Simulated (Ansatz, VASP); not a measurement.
# Ag in VASP and in Ansatz

```
CELL_PARAMETERS angstrom
0.00000 2.04310 2.02267
2.04310 0.00000 2.02267
2.04310 2.04310 0.00000
ATOMIC_POSITIONS crystal
Ag 0.00000 0.00000 0.00000
```

Change from the starting cell: zz strain of -1 %.

Alike in both runs: task single point; functional PBEsol; k mesh 15 × 15 × 15; occupations fermi-dirac, width 0.03 eV; no spin polarisation.

|  | VASP | Ansatz |
| --- | --- | --- |
| version | VASP 6.6.1 | Ansatz 0.2.0 |
| potentials or method | VASP PAW PBE potentials, release 64 (Ag), cutoff 520 eV | all-electron LAPW, scalar-relativistic |

Ansatz gave:

* pressure (GPa): -1.7

**Question.** Which values does VASP return?

**Answer.** Pressure (GPa): -1.9.

VASP's potentials were made for PBE, not for PBEsol. Ansatz ran all-electron here, and VASP with PAW potentials.
